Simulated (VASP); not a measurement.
# ZrB2 (P6/mmm) in VASP: a series of runs

The runs below take ZrB2 through single point, with PBEsol, PBEsol+D4, PBE+D3(BJ).

Program: VASP 6.6.1. These are calculated values, not measurements. Logs are shortened: lines on timing, memory, paths and dates and some standing lists are left out, and cuts for length are marked.

### 1 The cell of the first run

It takes space group P6/mmm (No. 191, hexagonal). The conventional cell has a = 3.170 Å, b = 3.170 Å, c = 3.533 Å, α = 90.00°, β = 90.00°, γ = 120.00°. Zr (site symmetry 6/mmm) has 12 B at 2.54 Å and 6 Zr at 3.17 Å within 3.4 Å. Within 2.4 Å of B (site symmetry -6m2) lie 3 B at 1.83 Å.

### 2 Single point, PBEsol

File INCAR:

```
PREC = Accurate
ENCUT = 520
EDIFF = 1E-7
ISMEAR = -1
SIGMA = 0.05
LREAL = F
LASPH = T
NELM = 100
ALGO = Normal
ISIF = 2
LWAVE = F
LCHARG = T
GGA = PS
LELF = T
LVHAR = T
NBANDS = 16
```

File KPOINTS:

```
Automatic mesh
0
Gamma
  8 8 6
```

File POSCAR:

```
ZrB2
1.0
    3.1700000000      0.0000000000      0.0000000000
   -1.5850000000      2.7453005300      0.0000000000
    0.0000000000      0.0000000000      3.5330000000
Zr B
1 2
Direct
    0.0000000000      0.0000000000      0.0000000000
    0.6666666667      0.3333333333      0.5000000000
    0.3333333333      0.6666666667      0.5000000000
```

Potentials or basis: VASP PAW PBE potentials, release 64 (Zr_sv, B).

On the command line:

```console
$ cat potpaw_PBE.64/Zr_sv/POTCAR potpaw_PBE.64/B/POTCAR > POTCAR
$ mpirun -np 1 vasp_std > vasp.out
```

OUTCAR:

```text
PREC = Accurate
   ENCUT = 520
   EDIFF = 1E-7
   ISMEAR = -1
   LREAL = F
   LASPH = T
   NELM = 100
   ISIF = 2
   GGA = PS

 ion  position               nearest neighbor table
   1  0.000  0.000  0.000-   2 2.54   3 2.54   2 2.54   3 2.54   2 2.54   2 2.54   3 2.54   3 2.54
                             2 2.54   2 2.54   3 2.54   3 2.54
   2  0.667  0.333  0.500-   3 1.83   3 1.83   3 1.83   1 2.54   1 2.54   1 2.54   1 2.54   1 2.54
                             1 2.54
   3  0.333  0.667  0.500-   2 1.83   2 1.83   2 1.83   1 2.54   1 2.54   1 2.54   1 2.54   1 2.54
                             1 2.54

  LATTYP: Found a hexagonal cell.
 ALAT       =     3.1700000000
 C/A-ratio  =     1.1145110410

  Lattice vectors:

 A1 = (   3.1700000000,   0.0000000000,   0.0000000000)
 A2 = (  -1.5850000000,   2.7453005300,   0.0000000000)
 A3 = (   0.0000000000,   0.0000000000,   3.5330000000)

Analysis of symmetry for initial positions (statically):
=====================================================================
 Subroutine PRICEL returns:
 Original cell was already a primitive cell.

 Routine SETGRP: Setting up the symmetry group for a
 hexagonal supercell.

 Subroutine GETGRP returns: Found 24 space group operations
 (whereof 24 operations were pure point group operations)
 out of a pool of 24 trial point group operations.

The static configuration has the point symmetry D_6h.

Analysis of symmetry for dynamics (positions and initial velocities):
=====================================================================
 Subroutine PRICEL returns:
 Original cell was already a primitive cell.

 Routine SETGRP: Setting up the symmetry group for a
 hexagonal supercell.

 Subroutine GETGRP returns: Found 24 space group operations
 (whereof 24 operations were pure point group operations)
 out of a pool of 24 trial point group operations.

The dynamic configuration has the point symmetry D_6h.

 Subroutine INISYM returns: Found 24 space group operations
 (whereof 24 operations are pure point group operations),
 and found     1 'primitive' translations

----------------------------------------------------------------------------------------

                                     Primitive cell

  volume of cell :      30.7463

  direct lattice vectors                    reciprocal lattice vectors
     3.170000000  0.000000000  0.000000000     0.315457413  0.182129422  0.000000000
    -1.585000000  2.745300530  0.000000000     0.000000000  0.364258845  0.000000000
     0.000000000  0.000000000  3.533000000     0.000000000  0.000000000  0.283045570

  length of vectors
     3.170000000  3.170000000  3.533000000     0.364258845  0.364258845  0.283045570

  position of ions in fractional coordinates (direct lattice)
     0.000000000  0.000000000  0.000000000
     0.666666667  0.333333333  0.500000000
     0.333333333  0.666666667  0.500000000

  ion indices of the primitive-cell ions
   primitive index   ion index
                 1           1
                 2           2
                 3           3

----------------------------------------------------------------------------------------

 KPOINTS: Automatic mesh

Automatic generation of k-mesh.
 Grid dimensions read from file:
 generate k-points for:    8    8    6

 Generating k-lattice:

  Cartesian coordinates                     Fractional coordinates (reciprocal lattice)
     0.039432177  0.022766178  0.000000000     0.125000000  0.000000000  0.000000000
     0.000000000  0.045532356  0.000000000     0.000000000  0.125000000  0.000000000
     0.000000000  0.000000000  0.047174262     0.000000000  0.000000000  0.166666667

  Length of vectors
     0.045532356  0.045532356  0.047174262

  Shift w.r.t. Gamma in fractional coordinates (k-lattice)
     0.000000000  0.000000000  0.000000000

 Subroutine IBZKPT returns following result:
 ===========================================

 Found     40 irreducible k-points:

 Following reciprocal coordinates:
            Coordinates               Weight
  0.000000  0.000000  0.000000      1.000000
  0.125000  0.000000  0.000000      6.000000
  0.250000  0.000000  0.000000      6.000000
  0.375000  0.000000  0.000000      6.000000
  0.500000  0.000000  0.000000      3.000000
  0.125000  0.125000  0.000000      6.000000
[... 16 lines left out ...]
  0.250000  0.000000  0.333333     12.000000
  0.375000  0.000000  0.333333     12.000000
 [... further k-points ...]
   k-points           NKPTS =     40   k-points in BZ     NKDIM =     40   number of bands    NBANDS=     16
   number of dos      NEDOS =    301   number of ions     NIONS =      3
   total plane-waves  NPLWV =  16128
   dimension x,y,z NGX =    24 NGY =   24 NGZ =   28
   dimension x,y,z NGXF=    48 NGYF=   48 NGZF=   56
   ions per type =               1   2
   NGX,Y,Z   is equivalent  to a cutoff of  12.59, 12.59, 13.18 a.u.
   NGXF,Y,Z  is equivalent  to a cutoff of  25.17, 25.17, 26.35 a.u.
 SYSTEM =  unknown system
   PREC   = accura    normal or accurate (medium, high low for compatibility)
   ISTART =      0    job   : 0-new  1-cont  2-samecut
   ICHARG =      2    charge: 1-file 2-atom 10-const
   ISPIN  =      1    spin polarized calculation?
   LNONCOLLINEAR =      F non collinear calculations
   LSORBIT =      F    spin-orbit coupling
   LASPH  =      T    aspherical Exc in radial PAW
   ENCUT  =  520.0 eV  38.22 Ry    6.18 a.u.   5.89  5.89  6.57*2*pi/ulx,y,z
   NELM   =    100;   NELMIN=  2; NELMDL= -5     # of ELM steps
   EDIFF  = 0.1E-06   stopping-criterion for ELM
   LREAL  =      F    real-space projection
   EDIFFG = 0.1E-05   stopping-criterion for IOM
   NSW    =      0    number of steps for IOM
   IBRION =     -1    ionic relax: 0-MD 1-quasi-New 2-CG
   NFREE  =      0    steps in history (QN), initial steepest desc. (CG)
   ISIF   =      2    stress and relaxation
   ISYM   =      2    0-nonsym 1-usesym 2-fastsym
   POTIM  = 0.5000    time-step for ionic-motion
   TEBEG  =    0.0;   TEEND  =   0.0 temperature during run
   PSTRESS=    0.0 pullay stress
   NELECT =      18.0000    total number of electrons
   NUPDOWN=      -1.0000    fix difference up-down
   EMIN   =  10.00;   EMAX   =-10.00  energy-range for DOS
   EFERMI =   0.00;   METHOD = LEGACY
   ISMEAR =    -1;   SIGMA  =   0.05  broadening in eV -4-tet -1-fermi 0-gaus
   EFERMI_NEDOS =   21; number of points for ismear=-14 and -15
   IALGO  =     38    algorithm
   IMIX   =      4    mixing-type and parameters
     AMIX     =   0.40;   BMIX     =  1.00
     AMIX_MAG =   1.60;   BMIX_MAG =  1.00
  volume/ion in A,a.u.               =      10.25        69.16
  Fermi-wavevector in a.u.,A,eV,Ry     =   1.369519  2.588016 25.518847  1.875582
  Thomas-Fermi vector in A             =   2.495387
   LORBIT       =      0    0 simple, 1 ext, 2 COOP (PROOUT), +10 PAW based schemes
   GGA     = PS    functional components
   LHFCALC =     F    Hartree Fock is set to
   AEXX    =    0.0000 exact exchange contribution
   IVDW    =     0    specifies the selected vdW correction
   LEPSILON=     F    determine dielectric tensor
   LRPA    =     F    only Hartree local field effects (RPA)
 non-spin polarized calculation
  energy-cutoff  :      520.00
  volume of cell :       30.75
 maximum number of plane-waves:       840
 NGX is ok and might be reduce to    24
   NGX = 11   NGY = 11   NGZ = 13

 number of electron      18.0000000 magnetization

 Free energy of the ion-electron system (eV)
  ---------------------------------------------------
  ext. energy  EPLUGINS =         0.00000000
  ---------------------------------------------------
  free energy    TOTEN  =       -26.39681395 eV

  energy without entropy =      -26.39450010  energy(sigma->0) =      -26.39565703

 E-fermi :  10.5622     XC(G=0): -12.5378

 val. band max:       10.2396677654   @ k =   0.1250   0.0000   0.3333
 cond. band min:      10.6322152985   @ k =   0.3750   0.1250   0.0000
 fundamental gap:      0.3925475330
 Fermi energy:        10.5621877840

 k-point     1 :       0.0000    0.0000    0.0000
  band No.  band energies     occupation
      1     -38.0743      2.00000
      2     -16.3034      2.00000
      3     -15.7350      2.00000
      4     -15.7350      2.00000
      5      -2.2710      2.00000
      6       7.8056      2.00000
[... 8 lines left out ...]
     15      15.5677      0.00000
     16      15.5677      0.00000

 k-point     2 :       0.1250    0.0000    0.0000
  band No.  band energies     occupation
      1     -38.0572      2.00000
      2     -16.2779      2.00000
      3     -15.8839      2.00000
      4     -15.7674      2.00000
      5      -1.9611      2.00000
      6       6.9636      2.00000
[... 8 lines left out ...]
     15      16.5749      0.00000
     16      17.2211      0.00000

 k-point     3 :       0.2500    0.0000    0.0000
  band No.  band energies     occupation
      1     -38.0157      2.00000
      2     -16.2286      2.00000
      3     -16.2157      2.00000
      4     -15.8446      2.00000
      5      -1.1037      2.00000
      6       5.2758      2.00000
[... 8 lines left out ...]
     15      17.5889      0.00000
     16      19.2250      0.00000

 k-point     4 :       0.3750    0.0000    0.0000
  band No.  band energies     occupation
      1     -37.9737      2.00000
      2     -16.5549      2.00000
      3     -16.1527      2.00000
      4     -15.9205      2.00000
      5       0.1545      2.00000
      6       3.4750      2.00000
[... 8 lines left out ...]
     15      19.3474      0.00000
     16      19.8615      0.00000
[... 324 lines left out ...]
 k-point    22 :       0.1250    0.0000    0.3333
  band No.  band energies     occupation
      1     -38.0426      2.00000
      2     -16.5509      2.00000
      3     -15.8588      2.00000
      4     -15.7463      2.00000
      5      -0.7177      2.00000
      6       4.6932      2.00000
[... 8 lines left out ...]
     15      18.1119      0.00000
     16      19.7185      0.00000

 k-point    23 :       0.2500    0.0000    0.3333
  band No.  band energies     occupation
      1     -38.0015      2.00000
      2     -16.4706      2.00000
      3     -16.1917      2.00000
      4     -15.8202      2.00000
      5      -0.2561      2.00000
      6       4.9673      2.00000
[... 8 lines left out ...]
     15      18.7333      0.00000
     16      20.4795      0.00000

 k-point    24 :       0.3750    0.0000    0.3333
  band No.  band energies     occupation
      1     -37.9600      2.00000
      2     -16.5106      2.00000
      3     -16.3864      2.00000
      4     -15.8928      2.00000
      5       0.3807      2.00000
      6       3.5900      2.00000
[... 8 lines left out ...]
     15      19.0713      0.00000
     16      21.9212      0.00000

 [... further k-points ...]
[... 5 lines left out ...]
  --------------------------------------------------------------------------------------
  -------------------------------------------------------------------------------------
  Total       -0.6806854     -0.6806854     -0.8159161      0.0000000      0.0000000     -0.0000000
  in kB      -35.4702495    -35.4702495    -42.5170651      0.0000000      0.0000000     -0.0000000
  external PRESSURE =     -37.8191881 kB  Pullay stress =       0.0000000 kB

 VOLUME and BASIS-vectors are now :
 -----------------------------------------------------------------------------
  energy-cutoff  :      520.00
  volume of cell :       30.75
      direct lattice vectors                 reciprocal lattice vectors
     3.170000000  0.000000000  0.000000000     0.315457413  0.182129422  0.000000000
    -1.585000000  2.745300530  0.000000000     0.000000000  0.364258845  0.000000000
     0.000000000  0.000000000  3.533000000     0.000000000  0.000000000  0.283045570

 POSITION                                       TOTAL-FORCE (eV/Angst)
 -----------------------------------------------------------------------------------
      0.00000      0.00000      0.00000         0.000000      0.000000      0.000000
      1.58500      0.91510      1.76650        -0.000000      0.000000      0.000000
     -0.00000      1.83020      1.76650         0.000000     -0.000000      0.000000
 -----------------------------------------------------------------------------------
    total drift:                               -0.000000      0.000000      0.000000

  FREE ENERGIE OF THE ION-ELECTRON SYSTEM (eV)
  ---------------------------------------------------
  free  energy   TOTEN  =       -26.3968139539 eV

  energy  without entropy=      -26.3945001042  energy(sigma->0) =      -26.39565703
```

It took 32 s on 1 thread of Intel Xeon 8259CL, shared host; peak memory 0.15 GiB.

What came out:

```
Free energy            : -26.3968 eV
Pressure               : -3.8 GPa
Band gap on the k mesh : zero (band 9 reaches 11.18 eV, above the bottom of band 10 at 10.63 eV)
```

Levels at points of the mesh, in eV from the Fermi level:
```
           k point  band 5  band 6  band 7  band 8  band 9  band 10  band 11  band 12  band 13  band 14
(0.00, 0.00, 0.00)  -12.83   -2.76   -2.76   -2.76   -2.46     3.26     3.26     4.06     4.06     4.78
(0.50, 0.00, 0.00)   -9.09   -8.59   -4.03   -3.17   -2.84     2.12     2.16     4.81     4.88     6.37
(0.00, 0.00, 0.50)  -10.77   -7.11   -1.07   -1.07    0.17     0.17     0.63     0.63     1.69     4.93
(0.50, 0.00, 0.50)  -10.03   -7.09   -4.74   -4.28   -2.12     3.60     3.95     5.19     6.14     6.37
```

Caveat: the PAW data sets were made with another functional, which shifts forces and pressure a little.

### 3 Single point, PBEsol+D4

This run uses another cell than the first one, of 10.66 Å³/atom, 1.040 times its volume.

File INCAR:

```
PREC = Accurate
ENCUT = 520
EDIFF = 1E-6
ISMEAR = -1
SIGMA = 0.05
LREAL = False
LASPH = True
NELM = 60
ALGO = Normal
ISIF = 2
LWAVE = False
LCHARG = False
GGA = PS
IVDW = 13
NBANDS = 16
```

File KPOINTS:

```
regular mesh
0
Gamma
  10 10 8
```

File POSCAR:

```
ZrB2
1.0
    3.2117153101      0.0000000000      0.0000000000
   -1.6058576551      2.7814270483      0.0000000000
    0.0000000000      0.0000000000      3.5794921737
Zr B
1 2
Direct
    0.0000000000      0.0000000000      0.0000000000
    0.6666666667      0.3333333333      0.5000000000
    0.3333333333      0.6666666667      0.5000000000
```

Potentials or basis: VASP PAW PBE potentials, release 64 (Zr_sv, B).

On the command line:

```console
$ cat potpaw_PBE.64/Zr_sv/POTCAR potpaw_PBE.64/B/POTCAR > POTCAR
$ mpirun -np 1 vasp_std > vasp.out
```

It took 16 s on 1 thread of Intel Xeon 6975P-C, shared host; peak memory 0.17 GiB.

Results (log left out):

```yaml
Free_energy: -26.8512 eV
Pressure: -15.3 GPa
Band_gap_on_the_k_mesh: zero (band 9 reaches 10.53 eV, above the bottom of band 10 at 9.77 eV)
Dispersion_energy_per_atom: -0.173 eV
```

Stress tensor (GPa, compression positive):
```
-15.20   0.00   0.00
  0.00 -15.20   0.00
  0.00   0.00 -15.47
```

Levels at points of the mesh, in eV from the Fermi level:
```
           k point  band 6  band 7  band 8  band 9  band 10  band 11  band 12  band 13
(0.00, 0.00, 0.00)   -2.45   -2.45   -2.44   -2.24     3.31     3.31     4.09     4.09
(0.50, 0.00, 0.00)   -8.33   -3.67   -2.89   -2.51     2.27     2.28     4.78     4.84
(0.00, 0.00, 0.50)   -6.77   -0.83   -0.83    0.39     0.39     0.82     0.82     1.82
(0.50, 0.00, 0.50)   -6.81   -4.38   -3.92   -1.97     3.63     3.98     5.13     6.01
```

Caveat: the PAW data sets were made with another functional, which shifts forces and pressure a little; pairwise dispersion overbinds metals, which lowers pressure and volume.

### 4 Single point, PBE+D3(BJ)

This run uses another cell than the first one, of 10.86 Å³/atom, 1.060 times its volume.

File INCAR:

```
SYSTEM = ZrB2
  ALGO = Normal
  EDIFF = 1E-6
  ENCUT = 520
  GGA = PE
  ISIF = 2
  ISMEAR = -1
  IVDW = 12
  LASPH = .TRUE.
  LCHARG = .TRUE.
  LELF = .TRUE.
  LREAL = .FALSE.
  LVHAR = .TRUE.
  LWAVE = .FALSE.
  NBANDS = 16
  NELM = 80
  PREC = Accurate
  SIGMA = 0.05
```

File KPOINTS:

```
k-points
0
G
  10 10 8
  0 0 0
```

File POSCAR:

```
ZrB2
1.0
    3.2321726471      0.0000000000      0.0000000000
   -1.6160863235      2.7991436218      0.0000000000
    0.0000000000      0.0000000000      3.6022921016
Zr B
1 2
Direct
    0.0000000000      0.0000000000      0.0000000000
    0.6666666667      0.3333333333      0.5000000000
    0.3333333333      0.6666666667      0.5000000000
```

On the command line:

```console
$ cat potpaw_PBE.64/Zr_sv/POTCAR potpaw_PBE.64/B/POTCAR > POTCAR
$ mpirun -np 1 vasp_std > vasp.out
```

Run time: 17 s. Hardware: 1 thread of Intel Xeon 6975P-C, shared host; peak memory 0.18 GiB.

The run converged. Its results:

* Free energy: -26.0138 eV
* Pressure: -17.2 GPa
* Band gap on the k mesh: zero (band 9 reaches 10.43 eV, above the bottom of band 10 at 9.68 eV)
* Dispersion energy per atom: -0.367 eV

Stress tensor (GPa, compression positive):
```
-18.08   0.00   0.00
  0.00 -18.08   0.00
  0.00   0.00 -15.50
```

Levels at points of the mesh, in eV from the Fermi level:
```tsv
k point	band 7	band 8	band 9	band 10	band 11	band 12
(0.00, 0.00, 0.00)	-2.44	-2.38	-2.29	3.22	3.22	3.96
(0.50, 0.00, 0.00)	-3.62	-2.91	-2.45	2.20	2.22	4.63
(0.00, 0.00, 0.50)	-0.86	-0.86	0.38	0.38	0.80	0.80
(0.50, 0.00, 0.50)	-4.33	-3.87	-2.04	3.52	3.86	4.96
```

Caveat: pairwise dispersion overbinds metals, which lowers pressure and volume.

### 5 The runs side by side

```csv
level,cell,k mesh,gap on the mesh (eV),pressure (GPa)
PBEsol,"a = 3.170, b = 3.170, c = 3.533 Å, angles 90.0, 90.0, 120.0°, 3 atoms",8 × 8 × 6,none,-3.8
PBEsol+D4,"a = 3.212, b = 3.212, c = 3.579 Å, angles 90.0, 90.0, 120.0°, 3 atoms",10 × 10 × 8,none,-15.3
PBE+D3(BJ),"a = 3.232, b = 3.232, c = 3.602 Å, angles 90.0, 90.0, 120.0°, 3 atoms",10 × 10 × 8,none,-17.2
```

Alike in all rows: task single point; potentials or basis VASP PAW PBE potentials, release 64 (Zr_sv, B); no spin polarisation; cutoff (eV) 520; smearing fermi-dirac 0.05 eV.

Caveats: the PAW data sets were made with another functional, which shifts forces and pressure a little (some runs); pairwise dispersion overbinds metals, which lowers pressure and volume (some runs).

Absolute energies hang on the potentials; compare differences alone.
